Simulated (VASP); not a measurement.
GaN, 2 atoms in the cell. It takes space group Fm-3m (No. 225, cubic). The conventional cell has a = 4.153 Å, b = 4.153 Å, c = 4.153 Å, α = 90.00°, β = 90.00°, γ = 90.00°. Ga (site symmetry m-3m) has 6 N at 2.08 Å within 2.7 Å. Within 2.7 Å of N (site symmetry m-3m) lie 6 Ga at 2.08 Å. 

```yaml
Program: VASP 6.6.1
Task: single point
Functional: r2SCAN
Potentials_or_basis: VASP PAW PBE potentials, release 64 (Ga_d, N)
Cutoff: 520 eV
k_mesh: 8 × 8 × 8
Occupations: gaussian, width 0.01 eV
Spin: no spin polarisation
Dipole_correction: no
Further_INCAR_settings: ALGO = Normal; EDIFF = 1e-06; NBANDS = 16
```

Potentials or basis: VASP PAW PBE potentials, release 64 (Ga_d, N).

Launch:

```bash
$ cat potpaw_PBE.64/Ga_d/POTCAR potpaw_PBE.64/N/POTCAR > POTCAR
$ cp INCAR.step1 INCAR
$ mpirun -np 1 vasp_std > vasp.out
$ cp INCAR.step2 INCAR
$ mpirun -np 1 vasp_std > vasp.out
```

Hardware: 1 thread of Intel(R) Xeon(R) 6975P-C (Granite Rapids), with other jobs on the host.

Question: How long does it take, and how much memory?

Answer: Run time: 15 s on 1 thread of Intel(R) Xeon(R) 6975P-C (Granite Rapids), with other jobs on the host, peak memory 0.14 GiB. Counts: k points 29.
